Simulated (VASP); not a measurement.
# BP (F-43m) in VASP: further runs, part 2 of 2

VASP 6.6.1.

**3. Single point, LDA**

INCAR reads:

```
  ALGO = Normal
  EDIFF = 1E-6
  ENCUT = 500
  GGA_COMPAT = False
  ISIF = 2
  ISMEAR = 0
  LASPH = True
  LCHARG = False
  LREAL = False
  LWAVE = False
  NBANDS = 11
  NELM = 120
  PREC = Accurate
  SIGMA = 0.01
```

KPOINTS reads:

```
k-points
0
Gamma
  8 8 8
```

POSCAR reads:

```
BP
1.0
    0.0000000000      2.2070904209      2.2070904209
    2.2070904209      0.0000000000      2.2070904209
    2.2070904209      2.2070904209      0.0000000000
B P
1 1
Direct
    0.0000000000      0.0000000000      0.0000000000
    0.2500000000      0.2500000000      0.2500000000
```

Potentials or basis: VASP PAW LDA potentials, release 64 (B, P).

The run is started by

```bash
cat potpaw_LDA.64/B/POTCAR potpaw_LDA.64/P/POTCAR > POTCAR
mpirun -np 1 vasp_std > vasp.out
```

OUTCAR:

```text
EDIFF = 1E-6
   ENCUT = 500
   ISIF = 2
   ISMEAR = 0
   LASPH = True
   LREAL = False
   NELM = 120
   PREC = Accurate

 ion  position               nearest neighbor table
   1  0.000  0.000  0.000-   2 1.91   2 1.91   2 1.91   2 1.91
   2  0.250  0.250  0.250-   1 1.91   1 1.91   1 1.91   1 1.91

  LATTYP: Found a face centered cubic cell.
 ALAT       =     4.4141808418

  Lattice vectors:

 A1 = (   0.0000000000,   2.2070904209,   2.2070904209)
 A2 = (   2.2070904209,   0.0000000000,   2.2070904209)
 A3 = (   2.2070904209,   2.2070904209,   0.0000000000)

Analysis of symmetry for initial positions (statically):
=====================================================================
 Subroutine PRICEL returns:
 Original cell was already a primitive cell.

 Routine SETGRP: Setting up the symmetry group for a
 face centered cubic supercell.

 Subroutine GETGRP returns: Found 24 space group operations
 (whereof 24 operations were pure point group operations)
 out of a pool of 48 trial point group operations.

The static configuration has the point symmetry T_d .

Analysis of symmetry for dynamics (positions and initial velocities):
=====================================================================
 Subroutine PRICEL returns:
 Original cell was already a primitive cell.

 Routine SETGRP: Setting up the symmetry group for a
 face centered cubic supercell.

 Subroutine GETGRP returns: Found 24 space group operations
 (whereof 24 operations were pure point group operations)
 out of a pool of 48 trial point group operations.

The dynamic configuration has the point symmetry T_d .

 Subroutine INISYM returns: Found 24 space group operations
 (whereof 24 operations are pure point group operations),
 and found     1 'primitive' translations

----------------------------------------------------------------------------------------

                                     Primitive cell

  volume of cell :      21.5026

  direct lattice vectors                    reciprocal lattice vectors
     0.000000000  2.207090421  2.207090421    -0.226542599  0.226542599  0.226542599
     2.207090421  0.000000000  2.207090421     0.226542599 -0.226542599  0.226542599
     2.207090421  2.207090421  0.000000000     0.226542599  0.226542599 -0.226542599

  length of vectors
     3.121297207  3.121297207  3.121297207     0.392383291  0.392383291  0.392383291

  position of ions in fractional coordinates (direct lattice)
     0.000000000  0.000000000  0.000000000
     0.250000000  0.250000000  0.250000000

  ion indices of the primitive-cell ions
   primitive index   ion index
                 1           1
                 2           2

----------------------------------------------------------------------------------------

 KPOINTS: k-points

Automatic generation of k-mesh.
 Grid dimensions read from file:
 generate k-points for:    8    8    8

 Generating k-lattice:

  Cartesian coordinates                     Fractional coordinates (reciprocal lattice)
    -0.028317825  0.028317825  0.028317825     0.125000000  0.000000000  0.000000000
     0.028317825 -0.028317825  0.028317825     0.000000000  0.125000000  0.000000000
     0.028317825  0.028317825 -0.028317825     0.000000000  0.000000000  0.125000000

  Length of vectors
     0.049047911  0.049047911  0.049047911

  Shift w.r.t. Gamma in fractional coordinates (k-lattice)
     0.000000000  0.000000000  0.000000000

 Subroutine IBZKPT returns following result:
 ===========================================

 Found     29 irreducible k-points:

 Following reciprocal coordinates:
            Coordinates               Weight
  0.000000  0.000000  0.000000      1.000000
  0.125000  0.000000  0.000000      8.000000
  0.250000  0.000000  0.000000      8.000000
  0.375000  0.000000  0.000000      8.000000
  0.500000  0.000000  0.000000      4.000000
  0.125000  0.125000  0.000000      6.000000
[... 16 lines left out ...]
  0.500000  0.250000  0.125000     48.000000
 -0.375000  0.250000  0.125000     24.000000
 [... further k-points ...]
   k-points           NKPTS =     29   k-points in BZ     NKDIM =     29   number of bands    NBANDS=     11
   number of dos      NEDOS =    301   number of ions     NIONS =      2
   total plane-waves  NPLWV =  13824
   dimension x,y,z NGX =    24 NGY =   24 NGZ =   24
   dimension x,y,z NGXF=    48 NGYF=   48 NGZF=   48
   ions per type =               1   1
   NGX,Y,Z   is equivalent  to a cutoff of  12.78, 12.78, 12.78 a.u.
   NGXF,Y,Z  is equivalent  to a cutoff of  25.57, 25.57, 25.57 a.u.
 SYSTEM =  unknown system
   PREC   = accura    normal or accurate (medium, high low for compatibility)
   ISTART =      0    job   : 0-new  1-cont  2-samecut
   ICHARG =      2    charge: 1-file 2-atom 10-const
   ISPIN  =      1    spin polarized calculation?
   LNONCOLLINEAR =      F non collinear calculations
   LSORBIT =      F    spin-orbit coupling
   LASPH  =      T    aspherical Exc in radial PAW
   ENCUT  =  500.0 eV  36.75 Ry    6.06 a.u.   5.69  5.69  5.69*2*pi/ulx,y,z
   NELM   =    120;   NELMIN=  2; NELMDL= -5     # of ELM steps
   EDIFF  = 0.1E-05   stopping-criterion for ELM
   LREAL  =      F    real-space projection
[... 7 lines left out ...]
   TEBEG  =    0.0;   TEEND  =   0.0 temperature during run
   PSTRESS=    0.0 pullay stress
   NELECT =       8.0000    total number of electrons
   NUPDOWN=      -1.0000    fix difference up-down
   EMIN   =  10.00;   EMAX   =-10.00  energy-range for DOS
   EFERMI =   0.00;   METHOD = LEGACY
   ISMEAR =     0;   SIGMA  =   0.01  broadening in eV -4-tet -1-fermi 0-gaus
   EFERMI_NEDOS =   21; number of points for ismear=-14 and -15
   IALGO  =     38    algorithm
   IMIX   =      4    mixing-type and parameters
     AMIX     =   0.40;   BMIX     =  1.00
     AMIX_MAG =   1.60;   BMIX_MAG =  1.00
  volume/ion in A,a.u.               =      10.75        72.55
  Fermi-wavevector in a.u.,A,eV,Ry     =   1.177447  2.225052 18.862865  1.386381
  Thomas-Fermi vector in A             =   2.313793
   LORBIT       =      0    0 simple, 1 ext, 2 COOP (PROOUT), +10 PAW based schemes
   GGA     = CA    functional components
   LHFCALC =     F    Hartree Fock is set to
   AEXX    =    0.0000 exact exchange contribution
   IVDW    =     0    specifies the selected vdW correction
   LEPSILON=     F    determine dielectric tensor
   LRPA    =     F    only Hartree local field effects (RPA)
 non-spin polarized calculation
 Gauss-broadening in eV      SIGMA  =   0.01
  energy-cutoff  :      500.00
  volume of cell :       21.50
 maximum number of plane-waves:       568
   NGX = 11   NGY = 11   NGZ = 11

 number of electron       8.0000000 magnetization

 Free energy of the ion-electron system (eV)
  ---------------------------------------------------
  ext. energy  EPLUGINS =         0.00000000
  ---------------------------------------------------
  free energy    TOTEN  =       -14.36354079 eV

  energy without entropy =      -14.36354079  energy(sigma->0) =      -14.36354079

 E-fermi :   8.4762     XC(G=0): -11.4336

 val. band max:        8.4247123594   @ k =   0.0000   0.0000   0.0000
 cond. band min:       9.5554464476   @ k =   0.3750   0.3750   0.0000
 fundamental gap:      1.1307340882
 Fermi energy:         8.4761606387

 k-point     1 :       0.0000    0.0000    0.0000
  band No.  band energies     occupation
      1      -7.7150      2.00000
      2       8.4247      2.00000
      3       8.4247      2.00000
      4       8.4247      2.00000
      5      11.9454      0.00000
      6      11.9454      0.00000
      7      11.9454      0.00000
      8      17.0901      0.00000
      9      20.2935      0.00000
     10      20.8580      0.00000
     11      20.8580      0.00000
[... 309 lines left out ...]
 k-point    24 :      -0.3750    0.2500    0.1250
  band No.  band energies     occupation
      1      -3.3506      2.00000
      2      -0.5159      2.00000
      3       3.6720      2.00000
      4       5.0652      2.00000
      5      12.5486      0.00000
      6      13.8960      0.00000
      7      17.2245      0.00000
      8      18.6405      0.00000
      9      19.2066      0.00000
     10      23.3451      0.00000
     11      25.7920      0.00000

 [... further k-points ...]

------------------------ aborting loop because EDIFF is reached ----------------------------------------

  FORCE on cell =-STRESS in cart. coord.  units (eV):
  Direction    XX          YY          ZZ          XY          YZ          ZX
  --------------------------------------------------------------------------------------
  -------------------------------------------------------------------------------------
  Total        1.3177938      1.3177938      1.3177938      0.0000000      0.0000000      0.0000000
  in kB       98.1900951     98.1900951     98.1900951      0.0000000      0.0000000      0.0000000
  external PRESSURE =      98.1900951 kB  Pullay stress =       0.0000000 kB

 VOLUME and BASIS-vectors are now :
 -----------------------------------------------------------------------------
  energy-cutoff  :      500.00
  volume of cell :       21.50
      direct lattice vectors                 reciprocal lattice vectors
     0.000000000  2.207090421  2.207090421    -0.226542599  0.226542599  0.226542599
     2.207090421  0.000000000  2.207090421     0.226542599 -0.226542599  0.226542599
     2.207090421  2.207090421  0.000000000     0.226542599  0.226542599 -0.226542599

 POSITION                                       TOTAL-FORCE (eV/Angst)
 -----------------------------------------------------------------------------------
      0.00000      0.00000      0.00000         0.000000     -0.000000     -0.000000
      1.10355      1.10355      1.10355        -0.000000      0.000000      0.000000
 -----------------------------------------------------------------------------------
    total drift:                                0.000000      0.000000      0.000000

  FREE ENERGIE OF THE ION-ELECTRON SYSTEM (eV)
  ---------------------------------------------------
  free  energy   TOTEN  =       -14.3635407870 eV

  energy  without entropy=      -14.3635407870  energy(sigma->0) =      -14.36354079
```

Run time: 5.9 s. Hardware: 1 thread of Intel Xeon Platinum 8259CL at 2.50GHz (Skylake/Cascade Lake), shared host; peak memory 0.12 GiB.

Results:

- Free energy: -14.3635 eV
- Pressure: 9.8 GPa
- Band gap on the k mesh: 1.13 eV, indirect (least direct gap 3.52 eV)

A k mesh can miss the band edges. As with any semilocal functional, this LDA gap is likely too small.

**4. Relaxation of cell and atoms, LDA, target pressure 10 GPa, at which the enthalpy is minimised**

This run uses another cell than the first one, of 11.68 Å³/atom, 1.087 times its volume.

INCAR reads:

```
PREC     = Accurate       # precision mode
ENCUT    = 500            # plane-wave cutoff, eV
EDIFF    = 1E-7           # SCF threshold, eV
ISMEAR   = 0              # smearing method
SIGMA    = 0.01           # smearing width, eV
LREAL    = False          # projectors in reciprocal space
LASPH    = True           # aspherical terms in the spheres
NELM     = 120            # most SCF steps
ALGO     = Normal         # electronic algorithm
ISIF     = 3              # what is computed and relaxed
LWAVE    = False          # write WAVECAR
LCHARG   = False          # write CHGCAR
IBRION   = 2              # ionic algorithm
NSW      = 100            # ionic steps
EDIFFG   = -0.01          # ionic threshold
PSTRESS  = 100.0        
GGA_COMPAT= False        
NELMIN   = 4
```

KPOINTS reads:

```
Automatic mesh
0
Gamma
  8 8 8
```

POSCAR reads:

```
BP
1.0
    0.0000000000      2.2690000000      2.2690000000
    2.2690000000      0.0000000000      2.2690000000
    2.2690000000      2.2690000000      0.0000000000
B P
1 1
Direct
    0.0000000000      0.0000000000      0.0000000000
    0.2500000000      0.2500000000      0.2500000000
```

Potentials or basis: VASP PAW LDA potentials, release 64 (B, P).

The run is started by

```bash
cat potpaw_LDA.64/B/POTCAR potpaw_LDA.64/P/POTCAR > POTCAR
mpirun -np 1 vasp_std > vasp.out
```

OUTCAR:

```text
PREC = Accurate
   ENCUT = 500
   EDIFF = 1E-7
   ISMEAR = 0
   LREAL = False
   LASPH = True
   NELM = 120
   ISIF = 3
   IBRION = 2
   NSW = 100
   EDIFFG = -0.01
   PSTRESS = 100.0
   NELMIN = 4

 ion  position               nearest neighbor table
   1  0.000  0.000  0.000-   2 1.97   2 1.97   2 1.97   2 1.97
   2  0.250  0.250  0.250-   1 1.97   1 1.97   1 1.97   1 1.97

  LATTYP: Found a face centered cubic cell.
 ALAT       =     4.5380000000

  Lattice vectors:

 A1 = (   0.0000000000,   2.2690000000,   2.2690000000)
 A2 = (   2.2690000000,   0.0000000000,   2.2690000000)
 A3 = (   2.2690000000,   2.2690000000,   0.0000000000)

Analysis of symmetry for initial positions (statically):
=====================================================================
 Subroutine PRICEL returns:
 Original cell was already a primitive cell.

 Routine SETGRP: Setting up the symmetry group for a
 face centered cubic supercell.

 Subroutine GETGRP returns: Found 24 space group operations
 (whereof 24 operations were pure point group operations)
 out of a pool of 48 trial point group operations.

The static configuration has the point symmetry T_d .

Analysis of symmetry for dynamics (positions and initial velocities):
[... 169 lines left out ...]
  in kB      -52.9926060    -52.9926060    -52.9926060      0.0000000      0.0000000     -0.0000000
  external PRESSURE =    -152.9926060 kB  Pullay stress =     100.0000000 kB
[... 101 lines left out ...]
--------------------------------------- Ionic step        4  -------------------------------------------

 number of electron       8.0000000 magnetization

 Free energy of the ion-electron system (eV)
  ---------------------------------------------------
  ext. energy  EPLUGINS =         0.00000000
  ---------------------------------------------------
  free energy    TOTEN  =       -14.36255447 eV

  energy without entropy =      -14.36255447  energy(sigma->0) =      -14.36255447

 E-fermi :   8.4915     XC(G=0): -11.4393

 val. band max:        8.4415330349   @ k =   0.0000   0.0000   0.0000
 cond. band min:       9.5711517584   @ k =   0.3750   0.3750   0.0000
 fundamental gap:      1.1296187235
 Fermi energy:         8.4915077804

 k-point     1 :       0.0000    0.0000    0.0000
  band No.  band energies     occupation
      1      -7.7105      2.00000
      2       8.4415      2.00000
      3       8.4415      2.00000
      4       8.4415      2.00000
      5      11.9651      0.00000
      6      11.9651      0.00000
      7      11.9651      0.00000
      8      17.1290      0.00000
[... 243 lines left out ...]
 k-point    24 :      -0.3750    0.2500    0.1250
  band No.  band energies     occupation
      1      -3.3397      2.00000
      2      -0.5078      2.00000
      3       3.6851      2.00000
      4       5.0782      2.00000
      5      12.5657      0.00000
      6      13.9181      0.00000
      7      17.2505      0.00000
      8      18.6665      0.00000

 [... further k-points ...]

------------------------ aborting loop because EDIFF is reached ----------------------------------------

  FORCE on cell =-STRESS in cart. coord.  units (eV):
  Direction    XX          YY          ZZ          XY          YZ          ZX
  --------------------------------------------------------------------------------------
  -------------------------------------------------------------------------------------
  Total        1.3541315      1.3541315      1.3541315     -0.0000000      0.0000000      0.0000000
  in kB      101.0354494    101.0354494    101.0354494     -0.0000000      0.0000000      0.0000000
  external PRESSURE =       1.0354494 kB  Pullay stress =     100.0000000 kB
[... 21 lines left out ...]
  energy  without entropy=      -14.3625544750  energy(sigma->0) =      -14.36255447

  enthalpy is  TOTEN    =       -13.0223006509 eV   P V=        1.3402538241

 reached required accuracy - stopping structural energy minimisation
```

CONTCAR:

```text
BP
   1.00000000000000
    -0.0000000000000000    2.2060865521369228    2.2060865521369228
     2.2060865521369228    0.0000000000000000    2.2060865521369228
     2.2060865521369228    2.2060865521369228   -0.0000000000000000
  B               P
     1     1
Direct
     0.0000000000000000    0.0000000000000000    0.0000000000000000
     0.2500000000000000    0.2500000000000000    0.2500000000000000

  0.00000000E+00  0.00000000E+00  0.00000000E+00
  0.00000000E+00  0.00000000E+00  0.00000000E+00
```

It took 13 s on 1 thread of Intel Xeon Platinum 8259CL at 2.50GHz (Skylake/Cascade Lake), shared host; peak memory 0.12 GiB.

What came out:

```yaml
Free_energy: -14.3626 eV
Relaxed_volume: 10.74 Å³/atom
Relaxed_cell: a = 3.120 Å, b = 3.120 Å, c = 3.120 Å, α = 60.00°, β = 60.00°, γ = 60.00°
Space_group_after_relaxing_to_0.05_Å: F-43m (No. 216)
Energy_change_on_relaxing_the_enthalpy_is_what_falls: +11.2 meV/atom
Ionic_steps: 4
Pressure_after_relaxing: 10.1 GPa
Band_gap_on_the_k_mesh: 1.13 eV, indirect (least direct gap 3.52 eV)
```

Step by step:
```
step  energy change (eV)  largest force (eV/Å)  pressure (GPa)  volume (Å³)
   1              0.0000                0.0000           -5.30        23.36
   2              0.2271                0.0000           30.08        19.79
   3              0.0201                0.0000            9.75        21.51
   4              0.0223                0.0000           10.10        21.47
```

Final structure:
```
B P
1.0
     0.00000    2.20609    2.20609
     2.20609    0.00000    2.20609
     2.20609    2.20609    0.00000
B P
1 1
Direct
  0.00000 0.00000 0.00000
  0.25000 0.25000 0.25000
```

Levels at points of the mesh, in eV from the valence-band top:
| k point | band 2 | band 3 | band 4 | band 5 | band 6 | band 7 |
| --- | --- | --- | --- | --- | --- | --- |
| (0.00, 0.00, 0.00) | 0.00 | 0.00 | 0.00 | 3.52 | 3.52 | 3.52 |
| (0.50, 0.00, 0.00) | -9.62 | -1.85 | -1.85 | 4.31 | 4.74 | 4.74 |
| (0.50, 0.50, 0.00) | -8.92 | -4.41 | -4.41 | 1.14 | 1.49 | 12.80 |

Caveat: the cell is relaxed towards a set pressure, so the enthalpy falls and the energy may rise. LDA gaps usually lie below the measured ones, often by a third to a half.
